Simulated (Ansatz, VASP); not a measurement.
## NaF: VASP beside Ansatz

File INCAR:

```
SYSTEM = NaF
PREC = Accurate
ENCUT = 520
EDIFF = 1E-7
ISMEAR = 0
SIGMA = 0.05
LREAL = .FALSE.
LASPH = .TRUE.
NELM = 60
ALGO = Normal
ISIF = 2
LWAVE = .FALSE.
LCHARG = .FALSE.
GGA = PS
NBANDS = 14
```

KPOINTS

```
regular mesh
0
G
  8 8 8
  0 0 0
```

Contents of POSCAR:

```
NaF
1.0
    0.0000000000      2.3233000000      2.3233000000
    2.3233000000      0.0000000000      2.3233000000
    2.3233000000      2.3233000000      0.0000000000
Na F
1 1
Direct
    0.0000000000      0.0000000000      0.0000000000
    0.4569577756      0.4569577756      0.5430422244
```

Input for Ansatz:

```yaml
crystal:
  lattice:
    - [0.0, 2.3233, 2.3233]
    - [2.3233, 0.0, 2.3233]
    - [2.3233, 2.3233, 0.0]
  atoms:
    - { symbol: Na, position: [0.0, 0.0, 0.0] }
    - { symbol: F, position: [0.4569577756, 0.4569577756, 0.5430422244] }
basis:
  ecutwfc: 420
kpoints:
  mp_grid: { grid: [8, 8, 8] }
hamiltonian:
  xc: pbesol
scf:
  occupations: { method: gaussian, width: 0.05 }
output:
  forces: true
  stress: true
  eigenvalues: true
```

Change from the starting cell: all F atoms moved -0.200 Å, as atom 2 along Cartesian [0 0 1].

Alike in both runs: task single point; functional PBEsol; k mesh 8 × 8 × 8; occupations gaussian, width 0.05 eV; no spin polarisation.

|  | VASP | Ansatz |
| --- | --- | --- |
| version | VASP 6.6.1 | Ansatz 0.2.0 |
| potentials or method | VASP PAW PBE potentials, release 64 (Na_pv, F), cutoff 520 eV | scalar-relativistic, plane waves, PAW |
| valence electrons in the cell | 14 | 16 |

Ansatz gave:

| Item | Value |
| --- | --- |
| gap on the k mesh at the Fermi level (eV) | 6.15 |
| least direct gap on the mesh (eV) | 6.15 |
| pressure (GPa) | 0.7 |
| traceless stress, the component that is largest in VASP (GPa) | 2.95 |
| rms of the force components (eV/Å) | 0.304 |

Question: What did VASP give for the same quantities?

Answer: gap on the k mesh at the Fermi level (eV): 6.12; least direct gap on the mesh (eV): 6.12; pressure (GPa): 0.7; traceless stress, the component that is largest in VASP (GPa): 3.09; rms of the force components (eV/Å): 0.318.

VASP's potentials were made for PBE, not for PBEsol. Atom by atom the forces differ by 0.014 eV/Å (rms over components). VASP's potentials hold 14 valence electrons a cell and Ansatz's 16, so a difference there can come from the potentials and not from the codes.
